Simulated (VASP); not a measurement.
# Co (Fm-3m) in VASP: notebook

The runs below take Co through single point, with revPBE.

Everything below comes from runs of VASP 6.6.1. Logs are shortened: lines on timing, memory, paths and dates and some standing lists are left out, and cuts for length are marked.

### 1 The cell of the first run

The structure is cubic, space group Fm-3m (No. 225). The conventional cell has a = 3.333 Å, b = 3.333 Å, c = 3.333 Å, α = 90.00°, β = 90.00°, γ = 90.00°. Within 3.1 Å of Co (site symmetry m-3m) lie 12 Co at 2.36 Å.

### 2 Single point, revPBE (volume scaled by 0.88)

INCAR

```
SYSTEM = Co
PREC     = Accurate       ! precision mode
ENCUT    = 520            ! plane-wave cutoff, eV
EDIFF    = 1E-6           ! SCF threshold, eV
ISMEAR   = -1             ! smearing method
SIGMA    = 0.1            ! smearing width, eV
LREAL    = .False.        ! projectors in reciprocal space
LASPH    = .True.         ! aspherical terms in the spheres
NELM     = 100            ! most SCF steps
ALGO     = Normal         ! electronic algorithm
ISIF     = 2              ! what is computed and relaxed
LWAVE    = .False.        ! write WAVECAR
LCHARG   = .True.         ! write CHGCAR
GGA      = RE             ! functional
LELF     = .True.         ! ELF
LVHAR    = .True.       
NBANDS   = 10             ! bands
```

KPOINTS

```
regular mesh
0
Gamma
  17 17 17
  0 0 0
```

POSCAR

```
Co
1.0
    0.0000000000      1.6662802013      1.6662802013
    1.6662802013      0.0000000000      1.6662802013
    1.6662802013      1.6662802013      0.0000000000
Co
1
Direct
    0.0000000000      0.0000000000      0.0000000000
```

Potentials or basis: VASP PAW PBE potentials, release 64 (Co).

The run is started by

```bash
cat potpaw_PBE.64/Co/POTCAR > POTCAR
mpirun -np 1 vasp_std > vasp.out
```

OUTCAR:

```text
SYSTEM = Co
   PREC = Accurate
   ENCUT = 520
   EDIFF = 1E-6
   ISMEAR = -1
   LREAL = .False.
   LASPH = .True.
   NELM = 100
   ISIF = 2
   GGA = RE

 ion  position               nearest neighbor table
   1  0.000  0.000  0.000-

  LATTYP: Found a face centered cubic cell.
 ALAT       =     3.3325604026

  Lattice vectors:

 A1 = (   0.0000000000,   1.6662802013,   1.6662802013)
 A2 = (   1.6662802013,   0.0000000000,   1.6662802013)
 A3 = (   1.6662802013,   1.6662802013,   0.0000000000)

Analysis of symmetry for initial positions (statically):
=====================================================================
 Subroutine PRICEL returns:
 Original cell was already a primitive cell.

 Routine SETGRP: Setting up the symmetry group for a
 face centered cubic supercell.

 Subroutine GETGRP returns: Found 48 space group operations
 (whereof 48 operations were pure point group operations)
 out of a pool of 48 trial point group operations.

The static configuration has the point symmetry O_h .

Analysis of symmetry for dynamics (positions and initial velocities):
=====================================================================
 Subroutine PRICEL returns:
 Original cell was already a primitive cell.

 Routine SETGRP: Setting up the symmetry group for a
 face centered cubic supercell.

 Subroutine GETGRP returns: Found 48 space group operations
 (whereof 48 operations were pure point group operations)
 out of a pool of 48 trial point group operations.

The dynamic configuration has the point symmetry O_h .

 Subroutine INISYM returns: Found 48 space group operations
 (whereof 48 operations are pure point group operations),
 and found     1 'primitive' translations

----------------------------------------------------------------------------------------

                                     Primitive cell

  volume of cell :       9.2528

  direct lattice vectors                    reciprocal lattice vectors
     0.000000000  1.666280201  1.666280201    -0.300069580  0.300069580  0.300069580
     1.666280201  0.000000000  1.666280201     0.300069580 -0.300069580  0.300069580
     1.666280201  1.666280201  0.000000000     0.300069580  0.300069580 -0.300069580

  length of vectors
     2.356476059  2.356476059  2.356476059     0.519735758  0.519735758  0.519735758

  position of ions in fractional coordinates (direct lattice)
     0.000000000  0.000000000  0.000000000

  ion indices of the primitive-cell ions
   primitive index   ion index
                 1           1

[... 72 lines left out ...]
   LREAL  =      F    real-space projection
   EDIFFG = 0.1E-04   stopping-criterion for IOM
   NSW    =      0    number of steps for IOM
   IBRION =     -1    ionic relax: 0-MD 1-quasi-New 2-CG
   NFREE  =      0    steps in history (QN), initial steepest desc. (CG)
   ISIF   =      2    stress and relaxation
   ISYM   =      2    0-nonsym 1-usesym 2-fastsym
   POTIM  = 0.5000    time-step for ionic-motion
   TEBEG  =    0.0;   TEEND  =   0.0 temperature during run
   PSTRESS=    0.0 pullay stress
   NELECT =       9.0000    total number of electrons
   NUPDOWN=      -1.0000    fix difference up-down
   EMIN   =  10.00;   EMAX   =-10.00  energy-range for DOS
   EFERMI =   0.00;   METHOD = LEGACY
   ISMEAR =    -1;   SIGMA  =   0.10  broadening in eV -4-tet -1-fermi 0-gaus
   EFERMI_NEDOS =   21; number of points for ismear=-14 and -15
   IALGO  =     38    algorithm
   IMIX   =      4    mixing-type and parameters
     AMIX     =   0.40;   BMIX     =  1.00
     AMIX_MAG =   1.60;   BMIX_MAG =  1.00
  volume/ion in A,a.u.               =       9.25        62.44
  Fermi-wavevector in a.u.,A,eV,Ry     =   1.622050  3.065230 35.797567  2.631047
  Thomas-Fermi vector in A             =   2.715727
   LORBIT       =      0    0 simple, 1 ext, 2 COOP (PROOUT), +10 PAW based schemes
   GGA     = RE    functional components
   LHFCALC =     F    Hartree Fock is set to
   AEXX    =    0.0000 exact exchange contribution
   IVDW    =     0    specifies the selected vdW correction
   LEPSILON=     F    determine dielectric tensor
   LRPA    =     F    only Hartree local field effects (RPA)
 non-spin polarized calculation
  energy-cutoff  :      520.00
  volume of cell :        9.25
 maximum number of plane-waves:       265
 NGX is ok and might be reduce to    18
   NGX =  9   NGY =  9   NGZ =  9

 number of electron       8.9999997 magnetization

 Free energy of the ion-electron system (eV)
  ---------------------------------------------------
  ext. energy  EPLUGINS =         0.00000000
  ---------------------------------------------------
  free energy    TOTEN  =        -6.30287573 eV

  energy without entropy =       -6.23829854  energy(sigma->0) =       -6.27058713

 E-fermi :  12.7655     XC(G=0): -14.3176

 val. band max:       12.7553311185   @ k =   0.2941   0.2941   0.0000
 cond. band min:      12.7683843130   @ k =  -0.2941   0.3529   0.0588
 fundamental gap:      0.0130531945
 Fermi energy:        12.7655008194

 k-point     1 :       0.0000    0.0000    0.0000
  band No.  band energies     occupation
      1       2.9300      2.00000
      2      10.5224      2.00000
      3      10.5224      2.00000
      4      10.5224      2.00000
      5      12.1013      1.99739
      6      12.1013      1.99739
      7      37.0925      0.00000
      8      42.9407      0.00000
      9      42.9407      0.00000
     10      42.9407      0.00000
[... 287 lines left out ...]
 k-point    24 :      -0.1176    0.0588    0.0000
  band No.  band energies     occupation
      1       3.8909      2.00000
      2      10.1897      2.00000
      3      10.7606      2.00000
      4      10.7660      2.00000
      5      11.8780      1.99972
      6      12.1600      1.99532
      7      35.1995      0.00000
      8      37.8073      0.00000
      9      41.4104      0.00000
     10      43.7860      0.00000

 [... further k-points ...]
[... 5 lines left out ...]
  --------------------------------------------------------------------------------------
  -------------------------------------------------------------------------------------
  Total        2.2848729      2.2848729      2.2848729      0.0000000      0.0000000      0.0000000
  in kB      395.6384824    395.6384824    395.6384824      0.0000000      0.0000000      0.0000000
  external PRESSURE =     395.6384824 kB  Pullay stress =       0.0000000 kB

 VOLUME and BASIS-vectors are now :
 -----------------------------------------------------------------------------
  energy-cutoff  :      520.00
  volume of cell :        9.25
      direct lattice vectors                 reciprocal lattice vectors
     0.000000000  1.666280201  1.666280201    -0.300069580  0.300069580  0.300069580
     1.666280201  0.000000000  1.666280201     0.300069580 -0.300069580  0.300069580
     1.666280201  1.666280201  0.000000000     0.300069580  0.300069580 -0.300069580

 POSITION                                       TOTAL-FORCE (eV/Angst)
 -----------------------------------------------------------------------------------
      0.00000      0.00000      0.00000         0.000000      0.000000      0.000000
 -----------------------------------------------------------------------------------
    total drift:                                0.000000     -0.000000      0.000000

  FREE ENERGIE OF THE ION-ELECTRON SYSTEM (eV)
  ---------------------------------------------------
  free  energy   TOTEN  =        -6.3028757271 eV

  energy  without entropy=       -6.2382985424  energy(sigma->0) =       -6.27058713
```

OSZICAR:

```text
N       E                     dE             d eps       ncg     rms          rms(c)
DAV:   1     0.233441950871E+02    0.23344E+02   -0.41287E+03  3332   0.111E+03
DAV:   2    -0.671768715542E+01   -0.30062E+02   -0.28561E+02  3404   0.157E+02
DAV:   3    -0.745514458551E+01   -0.73746E+00   -0.73449E+00  3678   0.303E+01
DAV:   4    -0.746359372621E+01   -0.84491E-02   -0.84460E-02  3716   0.289E+00
DAV:   5    -0.746383912904E+01   -0.24540E-03   -0.24540E-03  3966   0.447E-01    0.117E+01
DAV:   6    -0.644147050774E+01    0.10224E+01   -0.10783E+01  3654   0.509E+01    0.289E+00
DAV:   7    -0.632558887052E+01    0.11588E+00   -0.85283E-01  3678   0.140E+01    0.177E+00
DAV:   8    -0.630497513084E+01    0.20614E-01   -0.22690E-02  4716   0.161E+00    0.471E-01
DAV:   9    -0.630287782095E+01    0.20973E-02   -0.12407E-03  4758   0.272E-01    0.795E-02
DAV:  10    -0.630287938175E+01   -0.15608E-05   -0.83524E-06  3826   0.435E-02    0.206E-02
DAV:  11    -0.630287527051E+01    0.41112E-05   -0.91479E-07  2252   0.133E-02    0.355E-03
DAV:  12    -0.630287572710E+01   -0.45660E-06   -0.23419E-08  1762   0.230E-03
   1 F= -.63028757E+01 E0= -.62705871E+01  d E =-.645772E-01
```

It took 25 s on 1 thread of Intel Xeon 8259CL, shared host; peak memory 0.1 GiB.

Results:

```
Free energy : -6.3029 eV
Pressure    : 39.6 GPa
```

Caveat: the PAW data sets were made with another functional, which shifts forces and pressure a little; the run has no spin polarisation, though such a crystal can be magnetic. Spin polarisation is off, so any magnetic state and its effect on volume and gap are missing.

### 3 Single point, revPBE (volume scaled by 0.92)

INCAR

```
SYSTEM = Co
ALGO = Normal
EDIFF = 1E-6
ENCUT = 520
GGA = RE
ISIF = 2
ISMEAR = -1
LASPH = .True.
LCHARG = .False.
LREAL = .False.
LWAVE = .False.
NBANDS = 10
NELM = 80
PREC = Accurate
SIGMA = 0.1
```

KPOINTS

```
k-points
0
Gamma
  17 17 17
  0 0 0
```

POSCAR

```
Co
1.0
    0.0000000000      1.6911537221      1.6911537221
    1.6911537221      0.0000000000      1.6911537221
    1.6911537221      1.6911537221      0.0000000000
Co
1
Direct
    0.0000000000      0.0000000000      0.0000000000
```

Potentials or basis: VASP PAW PBE potentials, release 64 (Co).

The run is started by

```bash
cat potpaw_PBE.64/Co/POTCAR > POTCAR
mpirun -np 1 vasp_std > vasp.out
```

It took 27 s on 1 thread of Intel Xeon 8259CL, shared host; peak memory 0.1 GiB.

The run converged. Its results:

| Property | Result |
| --- | --- |
| Free energy | -6.3840 eV |
| Pressure | 23.0 GPa |

Levels at points of the mesh, in eV from the Fermi level:
| k point | band 2 | band 3 | band 4 | band 5 | band 6 | band 7 |
| --- | --- | --- | --- | --- | --- | --- |
| (0.00, 0.00, 0.00) | -2.10 | -2.10 | -2.10 | -0.62 | -0.62 | 23.99 |

Caveat: the PAW data sets were made with another functional, which shifts forces and pressure a little; the run has no spin polarisation, though such a crystal can be magnetic.

### 4 Single point, revPBE (volume scaled by 0.96)

INCAR

```
SYSTEM = Co
PREC = Accurate ; ENCUT = 520
EDIFF = 1E-7 ; ISMEAR = -1
SIGMA = 0.1 ; LREAL = .FALSE.
LASPH = .TRUE. ; NELM = 60
ALGO = Normal ; ISIF = 2
LWAVE = .FALSE. ; LCHARG = .FALSE.
GGA = RE ; NBANDS = 10
```

KPOINTS

```
regular mesh
0
G
  17 17 17
  0 0 0
```

POSCAR

```
Co
1.0
    0.0000000000      1.7153163255      1.7153163255
    1.7153163255      0.0000000000      1.7153163255
    1.7153163255      1.7153163255      0.0000000000
Co
1
Direct
    0.0000000000      0.0000000000      0.0000000000
```

Potentials or basis: VASP PAW PBE potentials, release 64 (Co).

The run is started by

```bash
cat potpaw_PBE.64/Co/POTCAR > POTCAR
mpirun -np 1 vasp_std > vasp.out
```

OUTCAR:

```text
SYSTEM = Co
   PREC = Accurate
   ENCUT = 520
   EDIFF = 1E-7
   ISMEAR = -1
   LREAL = .FALSE.
   LASPH = .TRUE.
   NELM = 60
   ISIF = 2
   GGA = RE

 ion  position               nearest neighbor table
   1  0.000  0.000  0.000-

  LATTYP: Found a face centered cubic cell.
 ALAT       =     3.4306326510

  Lattice vectors:

 A1 = (   0.0000000000,   1.7153163255,   1.7153163255)
 A2 = (   1.7153163255,   0.0000000000,   1.7153163255)
 A3 = (   1.7153163255,   1.7153163255,   0.0000000000)

Analysis of symmetry for initial positions (statically):
[... 483 lines left out ...]
      5      10.5236      1.99914
      6      10.7692      1.98998
      7      32.7046      0.00000
      8      35.2605      0.00000
      9      38.6334      0.00000
     10      40.8922      0.00000

 [... further k-points ...]
[... 5 lines left out ...]
  --------------------------------------------------------------------------------------
  -------------------------------------------------------------------------------------
  Total        0.6185174      0.6185174      0.6185174     -0.0000000      0.0000000     -0.0000000
  in kB       98.1747564     98.1747564     98.1747564     -0.0000000      0.0000000     -0.0000000
  external PRESSURE =      98.1747564 kB  Pullay stress =       0.0000000 kB

 VOLUME and BASIS-vectors are now :
 -----------------------------------------------------------------------------
  energy-cutoff  :      520.00
  volume of cell :       10.09
      direct lattice vectors                 reciprocal lattice vectors
     0.000000000  1.715316325  1.715316325    -0.291491425  0.291491425  0.291491425
     1.715316325  0.000000000  1.715316325     0.291491425 -0.291491425  0.291491425
     1.715316325  1.715316325  0.000000000     0.291491425  0.291491425 -0.291491425

 POSITION                                       TOTAL-FORCE (eV/Angst)
 -----------------------------------------------------------------------------------
      0.00000      0.00000      0.00000        -0.000000      0.000000      0.000000
 -----------------------------------------------------------------------------------
    total drift:                                0.000000     -0.000000      0.000000

  FREE ENERGIE OF THE ION-ELECTRON SYSTEM (eV)
  ---------------------------------------------------
  free  energy   TOTEN  =        -6.4263097301 eV

  energy  without entropy=       -6.3521535090  energy(sigma->0) =       -6.38923162
```

OSZICAR:

```text
N       E                     dE             d eps       ncg     rms          rms(c)
DAV:   1     0.230147696605E+02    0.23015E+02   -0.42189E+03  3348   0.110E+03
DAV:   2    -0.692178774029E+01   -0.29937E+02   -0.28552E+02  3370   0.156E+02
DAV:   3    -0.763997733878E+01   -0.71819E+00   -0.71369E+00  3690   0.301E+01
DAV:   4    -0.764843655214E+01   -0.84592E-02   -0.84570E-02  3808   0.289E+00
DAV:   5    -0.764866829085E+01   -0.23174E-03   -0.23173E-03  3870   0.437E-01    0.106E+01
DAV:   6    -0.662223138474E+01    0.10264E+01   -0.13396E+01  3598   0.548E+01    0.334E+00
DAV:   7    -0.644672825754E+01    0.17550E+00   -0.14335E+00  3672   0.172E+01    0.143E+00
DAV:   8    -0.642889497018E+01    0.17833E-01   -0.23837E-02  4764   0.169E+00    0.446E-01
DAV:   9    -0.642630824784E+01    0.25867E-02   -0.21100E-03  4778   0.324E-01    0.773E-02
DAV:  10    -0.642631348551E+01   -0.52377E-05   -0.13794E-05  3668   0.538E-02    0.292E-02
DAV:  11    -0.642630921657E+01    0.42689E-05   -0.80891E-07  3746   0.112E-02    0.342E-03
DAV:  12    -0.642630951838E+01   -0.30181E-06   -0.10144E-08  2078   0.123E-03    0.160E-03
DAV:  13    -0.642630972670E+01   -0.20832E-06   -0.82121E-09  1730   0.704E-04    0.577E-05
DAV:  14    -0.642630973012E+01   -0.34183E-08   -0.52986E-10  1698   0.244E-04
   1 F= -.64263097E+01 E0= -.63892316E+01  d E =-.741562E-01
```

stdout:

```text
POSCAR found type information on POSCAR Co
 POSCAR found :  1 types and       1 ions
 scaLAPACK will be used
 -----------------------------------------------------------------------------
|                                                                             |
|                                                                             |
|     You enforced a specific xc type in the INCAR file but a different       |
|     I HOPE YOU KNOW WHAT YOU ARE DOING!                                     |
|                                                                             |
 -----------------------------------------------------------------------------

 LDA part: xc-table for (Slater+PW92), standard interpolation
 POSCAR, INCAR and KPOINTS ok, starting setup
 FFT: planning ... GRIDC
 FFT: planning ... GRID_SOFT
 FFT: planning ... GRID
 WAVECAR not read
 entering main loop
```

It took 28 s on 1 thread of Intel Xeon 8259CL, shared host; peak memory 0.1 GiB.

What came out:

```
Free energy : -6.4263 eV
Pressure    : 9.8 GPa
```

Caveat: the PAW data sets were made with another functional, which shifts forces and pressure a little; the run has no spin polarisation, though such a crystal can be magnetic.

### 5 Overview

| cell | gap on the mesh (eV) | pressure (GPa) |
| --- | --- | --- |
| a = 2.356 Å, angles 60.0°, 1 atom | none | 39.6 |
| a = 2.392 Å, angles 60.0°, 1 atom | none | 23.0 |
| a = 2.426 Å, angles 60.0°, 1 atom | none | 9.8 |

Alike in all rows: task single point; level revPBE; potentials or basis VASP PAW PBE potentials, release 64 (Co); no spin polarisation; k mesh 17 × 17 × 17; cutoff (eV) 520; smearing fermi-dirac 0.1 eV.

Caveats: the PAW data sets were made with another functional, which shifts forces and pressure a little; the run has no spin polarisation, though such a crystal can be magnetic.

Absolute energies hang on the potentials; compare differences alone.
